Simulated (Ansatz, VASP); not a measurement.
Given: the input of a run of VASP 6.6.1 on Cu.

Contents of INCAR:

```
PREC = Accurate
ENCUT = 820
EDIFF = 1E-6
ISMEAR = -1
SIGMA = 0.05
LREAL = False
LASPH = True
NELM = 120
ALGO = Normal
ISIF = 2
LWAVE = False
LCHARG = True
GGA = PS
LELF = True
LVHAR = True
NBANDS = 26
GGA_COMPAT = False
```

The input KPOINTS:

```
Automatic mesh
0
Gamma
  9 9 9
```

Contents of POSCAR:

```
Cu
1.0
    1.2184636900     -3.9763780104      0.0000000000
    1.2184636900      3.9763780104      0.0000000000
    0.0000000000      0.0000000000      2.3764757026
Cu
2
Direct
    0.8661333500      0.1338666500      0.7500000000
    0.1338666500      0.8661333500      0.2500000000
```

Potentials or basis: VASP PAW PBE potentials, release 64 (Cu_sv_GW).

The run is started by

```sh
$ cat potpaw_PBE.64/Cu_sv_GW/POTCAR > POTCAR
$ mpirun -np 1 vasp_std > vasp.out
```

Problem. Set up the same calculation for Ansatz 0.2.0. Potentials there: Ansatz PAW.

Solution. As run (the cutoff follows the program's own potentials):

input.yaml

```yaml
crystal:
  lattice:
    - [1.21846369, -3.9763780104, 0.0]
    - [1.21846369, 3.9763780104, 0.0]
    - [0.0, 0.0, 2.3764757026]
  atoms:
    - { symbol: Cu, position: [0.86613335, 0.13386665, 0.75] }
    - { symbol: Cu, position: [0.13386665, 0.86613335, 0.25] }
hamiltonian:
  xc: pbesol
  pseudopotentials: { kind: paw }
kpoints:
  mp_grid: { grid: [9, 9, 9] }
scf:
  occupations: { method: fermi_dirac, width: 0.05 }
output:
  forces: true
  stress: true
  eigenvalues: true
```

Potentials or basis: Ansatz PAW.

Run with:

```console
$ ansatz run input.yaml --threads 2 --pin off --max-ram 5632MiB --backend cpu --events-out ev --progress --plain --runs-dir out
```

Both were run:

|  | VASP | Ansatz | Ansatz less VASP |
| --- | --- | --- | --- |
| gap on the k mesh at the Fermi level (eV) | none | none | - |
| pressure (GPa) | 3.9 | 5.7 | +1.78 |
| traceless stress, the component that is largest in VASP (GPa) | 7.97 | 7.95 | -0.020 |
| rms of the force components (eV/Å) | 0.018 | 0.021 | +0.0033 |

VASP's potentials were made for PBE, not for PBEsol. Atom by atom the forces differ by 0.003 eV/Å (rms over components). A gap of «none» marks a metal or a gap that the smearing closes.
